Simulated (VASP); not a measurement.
# ZnSe (zincblende type) (F-43m) in VASP: notebook

ZnSe (zincblende type) is run at these levels: r2SCAN; tasks: single point.

Everything below comes from runs of VASP 6.6.1. Logs are shortened: lines on timing, memory, paths and dates and some standing lists are left out, and cuts for length are marked.

## 1. The cell of the first run

It takes space group F-43m (No. 216, cubic). Conventional cell: a = 4.641 Å, b = 4.641 Å, c = 4.641 Å, α = 90.00°, β = 90.00°, γ = 90.00°. Zn (site symmetry -43m) has 4 Se at 2.01 Å within 2.7 Å. Se (site symmetry -43m) has 4 Zn at 2.01 Å within 2.7 Å.

## 2. Single point, r2SCAN (volume scaled by 0.55)

Contents of POSCAR:

```
ZnSe
1.0
    0.0000000000      2.3204156273      2.3204156273
    2.3204156273      0.0000000000      2.3204156273
    2.3204156273      2.3204156273      0.0000000000
Zn Se
1 1
Direct
    0.0000000000      0.0000000000      0.0000000000
    0.2500000000      0.2500000000      0.2500000000
```

Contents of INCAR.step1:

```
ALGO     = Normal         # electronic algorithm
EDIFF    = 1E-4           # SCF threshold, eV
ENCUT    = 520            # plane-wave cutoff, eV
GGA      = PE             # functional
ISMEAR   = -1             # smearing method
LASPH    = True           # aspherical terms in the spheres
LCHARG   = False          # write CHGCAR
LREAL    = False          # projectors in reciprocal space
LWAVE    = True           # write WAVECAR
NBANDS   = 16             # bands
NELM     = 60             # most SCF steps
PREC     = Accurate       # precision mode
SIGMA    = 0.05           # smearing width, eV
```

Contents of INCAR.step2:

```
ALGO     = Normal         # electronic algorithm
EDIFF    = 1E-6           # SCF threshold, eV
ENCUT    = 520            # plane-wave cutoff, eV
ISIF     = 2              # what is computed and relaxed
ISMEAR   = -1             # smearing method
ISTART   = 1            
LASPH    = True           # aspherical terms in the spheres
LCHARG   = False          # write CHGCAR
LMIXTAU  = True         
LREAL    = False          # projectors in reciprocal space
LWAVE    = False          # write WAVECAR
METAGGA  = R2SCAN         # meta-GGA
NBANDS   = 16             # bands
NELM     = 60             # most SCF steps
PREC     = Accurate       # precision mode
SIGMA    = 0.05           # smearing width, eV
```

Contents of KPOINTS:

```
k-points
0
Gamma
  11 11 11
```

Potentials or basis: VASP PAW PBE potentials, release 64 (Zn, Se).

Run with:

```
$ cat potpaw_PBE.64/Zn/POTCAR potpaw_PBE.64/Se/POTCAR > POTCAR
$ cp INCAR.step1 INCAR
$ mpirun -np 1 vasp_std > vasp.out
$ cp INCAR.step2 INCAR
$ mpirun -np 1 vasp_std > vasp.out
```

OUTCAR:

```text
EDIFF = 1E-6
   ENCUT = 520
   ISIF = 2
   ISMEAR = -1
   ISTART = 1
   LASPH = True
   LREAL = False
   METAGGA = R2SCAN
   NELM = 60
   PREC = Accurate

 ion  position               nearest neighbor table
   1  0.000  0.000  0.000-   2 2.01   2 2.01   2 2.01   2 2.01
   2  0.250  0.250  0.250-   1 2.01   1 2.01   1 2.01   1 2.01

  LATTYP: Found a face centered cubic cell.
 ALAT       =     4.6408312546

  Lattice vectors:

 A1 = (   0.0000000000,   2.3204156273,   2.3204156273)
 A2 = (   2.3204156273,   0.0000000000,   2.3204156273)
 A3 = (   2.3204156273,   2.3204156273,   0.0000000000)

Analysis of symmetry for initial positions (statically):
=====================================================================
 Subroutine PRICEL returns:
 Original cell was already a primitive cell.

 Routine SETGRP: Setting up the symmetry group for a
 face centered cubic supercell.

 Subroutine GETGRP returns: Found 24 space group operations
 (whereof 24 operations were pure point group operations)
 out of a pool of 48 trial point group operations.

The static configuration has the point symmetry T_d .

Analysis of symmetry for dynamics (positions and initial velocities):
=====================================================================
 Subroutine PRICEL returns:
 Original cell was already a primitive cell.

 Routine SETGRP: Setting up the symmetry group for a
 face centered cubic supercell.

 Subroutine GETGRP returns: Found 24 space group operations
 (whereof 24 operations were pure point group operations)
 out of a pool of 48 trial point group operations.

The dynamic configuration has the point symmetry T_d .

 Subroutine INISYM returns: Found 24 space group operations
 (whereof 24 operations are pure point group operations),
 and found     1 'primitive' translations

----------------------------------------------------------------------------------------

                                     Primitive cell

  volume of cell :      24.9878

  direct lattice vectors                    reciprocal lattice vectors
     0.000000000  2.320415627  2.320415627    -0.215478638  0.215478638  0.215478638
     2.320415627  0.000000000  2.320415627     0.215478638 -0.215478638  0.215478638
     2.320415627  2.320415627  0.000000000     0.215478638  0.215478638 -0.215478638

  length of vectors
     3.281563250  3.281563250  3.281563250     0.373219950  0.373219950  0.373219950

  position of ions in fractional coordinates (direct lattice)
     0.000000000  0.000000000  0.000000000
     0.250000000  0.250000000  0.250000000

  ion indices of the primitive-cell ions
   primitive index   ion index
                 1           1
                 2           2

----------------------------------------------------------------------------------------

 KPOINTS: k-points

Automatic generation of k-mesh.
 Grid dimensions read from file:
 generate k-points for:   11   11   11

 Generating k-lattice:

  Cartesian coordinates                     Fractional coordinates (reciprocal lattice)
    -0.019588967  0.019588967  0.019588967     0.090909091  0.000000000  0.000000000
     0.019588967 -0.019588967  0.019588967     0.000000000  0.090909091  0.000000000
     0.019588967  0.019588967 -0.019588967     0.000000000  0.000000000  0.090909091

  Length of vectors
     0.033929086  0.033929086  0.033929086

  Shift w.r.t. Gamma in fractional coordinates (k-lattice)
     0.000000000  0.000000000  0.000000000

 Subroutine IBZKPT returns following result:
 ===========================================

 Found     56 irreducible k-points:

 Following reciprocal coordinates:
            Coordinates               Weight
  0.000000  0.000000  0.000000      1.000000
  0.090909  0.000000  0.000000      8.000000
  0.181818  0.000000  0.000000      8.000000
  0.272727  0.000000  0.000000      8.000000
  0.363636  0.000000  0.000000      8.000000
  0.454545  0.000000  0.000000      8.000000
[... 16 lines left out ...]
 -0.272727  0.181818  0.000000     24.000000
 -0.181818  0.181818  0.000000     12.000000
 [... further k-points ...]
   k-points           NKPTS =     56   k-points in BZ     NKDIM =     56   number of bands    NBANDS=     16
   number of dos      NEDOS =    301   number of ions     NIONS =      2
   total plane-waves  NPLWV =  13824
   dimension x,y,z NGX =    24 NGY =   24 NGZ =   24
   dimension x,y,z NGXF=    48 NGYF=   48 NGZF=   48
   ions per type =               1   1
   NGX,Y,Z   is equivalent  to a cutoff of  12.16, 12.16, 12.16 a.u.
   NGXF,Y,Z  is equivalent  to a cutoff of  24.32, 24.32, 24.32 a.u.
 SYSTEM =  unknown system
   PREC   = accura    normal or accurate (medium, high low for compatibility)
   ISTART =      1    job   : 0-new  1-cont  2-samecut
   ICHARG =      0    charge: 1-file 2-atom 10-const
   ISPIN  =      1    spin polarized calculation?
   LNONCOLLINEAR =      F non collinear calculations
   LSORBIT =      F    spin-orbit coupling
   LASPH  =      T    aspherical Exc in radial PAW
   ENCUT  =  520.0 eV  38.22 Ry    6.18 a.u.   6.10  6.10  6.10*2*pi/ulx,y,z
   NELM   =     60;   NELMIN=  2; NELMDL=  0     # of ELM steps
   EDIFF  = 0.1E-05   stopping-criterion for ELM
   LREAL  =      F    real-space projection
   EDIFFG = 0.1E-04   stopping-criterion for IOM
   NSW    =      0    number of steps for IOM
   IBRION =     -1    ionic relax: 0-MD 1-quasi-New 2-CG
   NFREE  =      0    steps in history (QN), initial steepest desc. (CG)
   ISIF   =      2    stress and relaxation
   ISYM   =      2    0-nonsym 1-usesym 2-fastsym
   POTIM  = 0.5000    time-step for ionic-motion
   TEBEG  =    0.0;   TEEND  =   0.0 temperature during run
   PSTRESS=    0.0 pullay stress
   NELECT =      18.0000    total number of electrons
   NUPDOWN=      -1.0000    fix difference up-down
   EMIN   =  10.00;   EMAX   =-10.00  energy-range for DOS
   EFERMI =   0.00;   METHOD = LEGACY
   ISMEAR =    -1;   SIGMA  =   0.05  broadening in eV -4-tet -1-fermi 0-gaus
   EFERMI_NEDOS =   21; number of points for ismear=-14 and -15
   IALGO  =     38    algorithm
   IMIX   =      4    mixing-type and parameters
     AMIX     =   0.40;   BMIX     =  1.00
     AMIX_MAG =   1.60;   BMIX_MAG =  1.00
  volume/ion in A,a.u.               =      12.49        84.31
  Fermi-wavevector in a.u.,A,eV,Ry     =   1.467540  2.773248 29.302501  2.153673
  Thomas-Fermi vector in A             =   2.583145
   LORBIT       =      0    0 simple, 1 ext, 2 COOP (PROOUT), +10 PAW based schemes
   METAGGA = R2SCAN    functional components
   LHFCALC =     F    Hartree Fock is set to
   AEXX    =    0.0000 exact exchange contribution
   IVDW    =     0    specifies the selected vdW correction
   LEPSILON=     F    determine dielectric tensor
   LRPA    =     F    only Hartree local field effects (RPA)
 non-spin polarized calculation
  energy-cutoff  :      520.00
  volume of cell :       24.99
 maximum number of plane-waves:       684
   NGX = 13   NGY = 13   NGZ = 13

 number of electron      17.9999997 magnetization

 Free energy of the ion-electron system (eV)
  ---------------------------------------------------
  ext. energy  EPLUGINS =         0.00000000
  ---------------------------------------------------
  free energy    TOTEN  =       -19.33940983 eV

  energy without entropy =      -19.33940981  energy(sigma->0) =      -19.33940982

 E-fermi :   9.5003     XC(G=0): -13.2293

 val. band max:        8.8506317365   @ k =   0.0000   0.0000   0.0000
 cond. band min:      10.1819343566   @ k =   0.4545   0.4545   0.0000
 fundamental gap:      1.3313026202
 Fermi energy:         9.5003080748

 k-point     1 :       0.0000    0.0000    0.0000
  band No.  band energies     occupation
      1     -11.1600      2.00000
      2      -2.3699      2.00000
      3      -2.3699      2.00000
      4      -2.3699      2.00000
      5      -1.1845      2.00000
      6      -1.1845      2.00000
[... 8 lines left out ...]
     15      21.8782      0.00000
     16      21.8782      0.00000

 k-point     2 :       0.0909    0.0000    0.0000
  band No.  band energies     occupation
      1     -11.0214      2.00000
      2      -2.3993      2.00000
      3      -2.3426      2.00000
      4      -2.3426      2.00000
      5      -1.1905      2.00000
      6      -1.1905      2.00000
[... 8 lines left out ...]
     15      20.7660      0.00000
     16      21.9336      0.00000

 k-point     3 :       0.1818    0.0000    0.0000
  band No.  band energies     occupation
      1     -10.6221      2.00000
      2      -2.4700      2.00000
      3      -2.2737      2.00000
      4      -2.2736      2.00000
      5      -1.1987      2.00000
      6      -1.1987      2.00000
[... 8 lines left out ...]
     15      19.9273      0.00000
     16      21.5294      0.00000

 k-point     4 :       0.2727    0.0000    0.0000
  band No.  band energies     occupation
      1     -10.0214      2.00000
      2      -2.5332      2.00000
      3      -2.1971      2.00000
      4      -2.1970      2.00000
      5      -1.1877      2.00000
      6      -1.1876      2.00000
[... 8 lines left out ...]
     15      20.4314      0.00000
     16      21.6210      0.00000

 k-point     5 :       0.3636    0.0000    0.0000
  band No.  band energies     occupation
      1      -9.3545      2.00000
      2      -2.5171      2.00000
      3      -2.1454      2.00000
      4      -2.1453      2.00000
      5      -1.1493      2.00000
      6      -1.1492      2.00000
[... 8 lines left out ...]
     15      22.1442      0.00000
     16      23.1286      0.00000

 k-point     6 :       0.4545    0.0000    0.0000
  band No.  band energies     occupation
      1      -8.8767      2.00000
      2      -2.3824      2.00000
      3      -2.1247      2.00000
      4      -2.1246      2.00000
      5      -1.1115      2.00000
      6      -1.1114      2.00000
[... 8 lines left out ...]
     15      24.3579      0.00000
     16      24.9599      0.00000
[... 267 lines left out ...]
 k-point    21 :      -0.4545    0.1818    0.0000
  band No.  band energies     occupation
      1      -8.5197      2.00000
      2      -2.3732      2.00000
      3      -1.9664      2.00000
      4      -1.9056      2.00000
      5      -1.1180      2.00000
      6      -0.9002      2.00000
[... 8 lines left out ...]
     15      23.9211      0.00000
     16      25.5147      0.00000

 k-point    22 :      -0.3636    0.1818    0.0000
  band No.  band energies     occupation
      1      -8.6874      2.00000
      2      -2.2823      2.00000
      3      -2.1057      2.00000
      4      -1.9925      2.00000
      5      -1.1918      2.00000
      6      -1.0369      2.00000
[... 8 lines left out ...]
     15      23.0644      0.00000
     16      24.9516      0.00000

 k-point    23 :      -0.2727    0.1818    0.0000
  band No.  band energies     occupation
      1      -9.2078      2.00000
      2      -2.4321      2.00000
      3      -2.1855      2.00000
      4      -2.0528      2.00000
      5      -1.2553      2.00000
      6      -1.0619      2.00000
[... 8 lines left out ...]
     15      24.0357      0.00000
     16      26.5402      0.00000

 k-point    24 :      -0.1818    0.1818    0.0000
  band No.  band energies     occupation
      1      -9.8202      2.00000
      2      -2.5241      2.00000
      3      -2.1850      2.00000
      4      -2.1423      2.00000
      5      -1.2707      2.00000
      6      -1.1079      2.00000
[... 8 lines left out ...]
     15      23.9042      0.00000
     16      24.9835      0.00000

 [... further k-points ...]
[... 5 lines left out ...]
  --------------------------------------------------------------------------------------
  -------------------------------------------------------------------------------------
  Total       23.4589609     23.4589609     23.4589609     -0.0000000      0.0000000     -0.0000000
  in kB     1504.1529947   1504.1529947   1504.1529947     -0.0000000      0.0000000     -0.0000000
  external PRESSURE =    1504.1529947 kB  Pullay stress =       0.0000000 kB

 VOLUME and BASIS-vectors are now :
 -----------------------------------------------------------------------------
  energy-cutoff  :      520.00
  volume of cell :       24.99
      direct lattice vectors                 reciprocal lattice vectors
     0.000000000  2.320415627  2.320415627    -0.215478638  0.215478638  0.215478638
     2.320415627  0.000000000  2.320415627     0.215478638 -0.215478638  0.215478638
     2.320415627  2.320415627  0.000000000     0.215478638  0.215478638 -0.215478638

 POSITION                                       TOTAL-FORCE (eV/Angst)
 -----------------------------------------------------------------------------------
      0.00000      0.00000      0.00000        -0.000000     -0.000000     -0.000000
      1.16021      1.16021      1.16021         0.000000      0.000000      0.000000
 -----------------------------------------------------------------------------------
    total drift:                                0.000045      0.000045      0.000046

  FREE ENERGIE OF THE ION-ELECTRON SYSTEM (eV)
  ---------------------------------------------------
  free  energy   TOTEN  =       -19.3394098286 eV

  energy  without entropy=      -19.3394098129  energy(sigma->0) =      -19.33940982
```

Wall time 24 s (1 thread of Intel Xeon 6975P-C (Granite Rapids), shared host); peak memory 0.15 GiB.

Results:

```yaml
Free_energy: -19.3394 eV
Pressure: 150.4 GPa
Band_gap_on_the_k_mesh: 1.33 eV, indirect (least direct gap 4.82 eV)
```

Caveat: the PAW data sets were made with another functional, which shifts forces and pressure a little.

## 3. Single point, r2SCAN (volume scaled by 0.55, partial waves polarizable)

POSCAR is that of step 2.

Contents of INCAR.step1:

```
SYSTEM = ZnSe
ALGO = Normal
EDIFF = 1E-4
ENCUT = 520
GGA = PE
ISMEAR = -1
LASPH = .TRUE.
LCHARG = .FALSE.
LREAL = .FALSE.
LWAVE = .TRUE.
NBANDS = 16
NELM = 60
PREC = Accurate
SIGMA = 0.05
```

Contents of INCAR.step2:

```
SYSTEM = ZnSe
ALGO = Normal
EDIFF = 1E-6
ENCUT = 520
ISIF = 2
ISMEAR = -1
ISTART = 1
LASPH = .TRUE.
LCHARG = .FALSE.
LMIXTAU = .TRUE.
LREAL = .FALSE.
LWAVE = .FALSE.
METAGGA = R2SCAN
NBANDS = 16
NELM = 60
PREC = Accurate
SIGMA = 0.05
```

Contents of KPOINTS:

```
k-points
0
G
  11 11 11
  0 0 0
```

Potentials or basis: VASP PAW PBE potentials, release 64 (Zn, Se).

Run with:

```
$ cat potpaw_PBE.64/Zn/POTCAR potpaw_PBE.64/Se/POTCAR > POTCAR
$ cp INCAR.step1 INCAR
$ mpirun -np 1 vasp_std > vasp.out
$ cp INCAR.step2 INCAR
$ mpirun -np 1 vasp_std > vasp.out
```

It took 23 s on 1 thread of Intel Xeon 6975P-C (Granite Rapids), shared host; peak memory 0.15 GiB.

Results (log left out):

```
Free energy            : -19.3394 eV
Pressure               : 150.4 GPa
Band gap on the k mesh : 1.33 eV, indirect (least direct gap 4.82 eV)
```

Levels at points of the mesh, in eV from the valence-band top:
```
           k point  band 6  band 7  band 8  band 9  band 10  band 11  band 12  band 13
(0.00, 0.00, 0.00)  -10.04    0.00    0.00    0.00     4.82     5.26     5.26     5.26
```

Caveat: the PAW data sets were made with another functional, which shifts forces and pressure a little. A k mesh can miss the band edges.

## 4. Single point, r2SCAN (volume scaled by 0.64)

Contents of POSCAR:

```
ZnSe
1.0
    0.0000000000      2.4406464727      2.4406464727
    2.4406464727      0.0000000000      2.4406464727
    2.4406464727      2.4406464727      0.0000000000
Zn Se
1 1
Direct
    0.0000000000      0.0000000000      0.0000000000
    0.2500000000      0.2500000000      0.2500000000
```

Contents of INCAR.step1:

```
ALGO = Normal ; EDIFF = 1E-4
ENCUT = 520 ; GGA = PE
ISMEAR = -1 ; LASPH = T
LCHARG = F ; LREAL = F
LWAVE = T ; NBANDS = 16
NELM = 80 ; PREC = Accurate
SIGMA = 0.05
```

Contents of INCAR.step2:

```
ALGO = Normal ; EDIFF = 1E-7
ENCUT = 520 ; ISIF = 2
ISMEAR = -1 ; ISTART = 1
LASPH = T ; LCHARG = F
LMIXTAU = T ; LREAL = F
LWAVE = F ; METAGGA = R2SCAN
NBANDS = 16 ; NELM = 80
PREC = Accurate ; SIGMA = 0.05
```

Contents of KPOINTS:

```
k-points
0
Gamma
  11 11 11
```

Run with:

```
$ cat potpaw_PBE.64/Zn/POTCAR potpaw_PBE.64/Se/POTCAR > POTCAR
$ cp INCAR.step1 INCAR
$ mpirun -np 1 vasp_std > vasp.out
$ cp INCAR.step2 INCAR
$ mpirun -np 1 vasp_std > vasp.out
```

It took 51 s on 1 thread of Intel Xeon 6975P-C (Granite Rapids), shared host; peak memory 0.18 GiB.

It converged, with:

```
Free energy            : -22.1859 eV
Pressure               : 80.1 GPa
Band gap on the k mesh : 1.98 eV, indirect (least direct gap 4.06 eV)
```

Levels at points of the mesh, in eV from the valence-band top:
```tsv
k point	band 6	band 7	band 8	band 9	band 10	band 11	band 12	band 13
(0.00, 0.00, 0.00)	-8.63	0.00	0.00	0.00	4.06	5.69	5.69	5.69
```

Caveat: the PAW data sets were made with another functional, which shifts forces and pressure a little. A k mesh can miss the band edges.
